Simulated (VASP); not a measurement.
Runs of VASP 6.6.1 on Au. The structure is that of space group Im-3m (No. 229), or close to it. The cells are those of the table. This isn't the form of Au at room conditions, which is fcc.

| task | cell | k mesh | cutoff (eV) | gap on the mesh (eV) | pressure (GPa) | relaxed volume (Å³/atom) |
| --- | --- | --- | --- | --- | --- | --- |
| single point | a = 2.870 Å, angles 109.5°, 1 atom | 8 × 8 × 8 | 520 | none | -4.4 | - |
| relaxation of cell and atoms | relaxed from a = 2.838 Å, angles 109.5°, 1 atom | 18 × 18 × 18 | 600 | none | 0.0 | 17.61 |
| single point | a = 2.838 Å, angles 109.5°, 1 atom | 8 × 8 × 8 | 520 | none | (a) | - |
| relaxation of cell and atoms | relaxed from a = 2.870 Å, angles 109.5°, 1 atom | 8 × 8 × 8 | 600 | none | 0.0 | 17.64 |
| single point | a = 2.836 Å, angles 109.5°, 1 atom | 18 × 18 × 18 | 520 | none | (b) | - |

Alike in all rows: level r2SCAN; potentials or basis VASP PAW PBE potentials, release 64 (Au); no spin polarisation; smearing gaussian 0.1 eV.

Question: Estimate the missing entries.

Answer: (a) 0.2; (b) 0.3.

Caveats: the PAW data sets were made with another functional, which shifts forces and pressure a little; spin-orbit coupling is left out, which moves the levels of the heavy elements; the cell stands under tension (at least some runs).

A k mesh can miss the band edges, and the runs leave out spin-orbit coupling on Au.

A gap of «none» marks levels without a gap at the run's occupations.
